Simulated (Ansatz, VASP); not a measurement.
# MnO2 in VASP and in Ansatz

The input INCAR:

```
  PREC = Accurate
  ENCUT = 520
  EDIFF = 1E-7
  ISMEAR = -1
  SIGMA = 0.05
  LREAL = F
  LASPH = T
  NELM = 80
  ALGO = Normal
  ISIF = 2
  LWAVE = F
  LCHARG = T
  GGA = PE
  LELF = T
  LVHAR = T
  NBANDS = 20
```

File KPOINTS:

```
regular mesh
0
Gamma
  11 11 6
```

The input POSCAR:

```
MnO2
1.0
    2.8565781804      0.0000000000      0.0000000000
   -1.4282890902      2.4738692722      0.0000000000
    0.0000000000      0.0000000000      4.6013740589
Mn O
1 2
Direct
    0.0000000000      0.0000000000      0.5000000000
    0.3333333333      0.6666666667      0.7062925700
    0.6666666667      0.3333333333      0.2937074300
```

input.yaml

```yaml
crystal:
  lattice:
    - [2.8565781804, 0.0, 0.0]
    - [-1.4282890902, 2.4738692722, 0.0]
    - [0.0, 0.0, 4.6013740589]
  atoms:
    - { symbol: Mn, position: [0.0, 0.0, 0.5] }
    - { symbol: O, position: [0.3333333333, 0.6666666667, 0.70629257] }
    - { symbol: O, position: [0.6666666667, 0.3333333333, 0.29370743] }
hamiltonian:
  xc: pbe
  pseudopotentials: { kind: paw }
kpoints:
  mp_grid: { grid: [11, 11, 6] }
scf:
  occupations: { method: fermi_dirac, width: 0.05 }
output:
  forces: true
  stress: true
  eigenvalues: true
  write_density: true
  write_potential: true
  elf: true
  volumetric_format: npy
```

Alike in both runs: task single point; functional PBE; k mesh 11 × 11 × 6; occupations fermi-dirac, width 0.05 eV; no spin polarisation.

|  | VASP | Ansatz |
| --- | --- | --- |
| version | VASP 6.6.1 | Ansatz 0.2.0 |
| potentials or method | VASP PAW PBE potentials, release 64 (Mn_pv, O) | Ansatz PAW |
| plane-wave cutoff (eV) | 520 | 420 |
| valence electrons in the cell | 25 | 27 |

|  | VASP | Ansatz | Ansatz less VASP |
| --- | --- | --- | --- |
| gap on the k mesh at the Fermi level (eV) | none | none | - |
| pressure (GPa) | -4.0 | -5.0 | -1.09 |
| traceless stress, the component that is largest in VASP (GPa) | 4.95 | 5.56 | +0.612 |
| rms of the force components (eV/Å) | 0.030 | 0.064 | +0.0340 |

Atom by atom the forces differ by 0.034 eV/Å (rms over components). A gap of «none» marks a metal or a gap that the smearing closes. The functional is the same, so the differences come from potentials, cutoffs and numerics. VASP's potentials hold 25 valence electrons a cell and Ansatz's 27, so a difference there can come from the potentials and not from the codes.
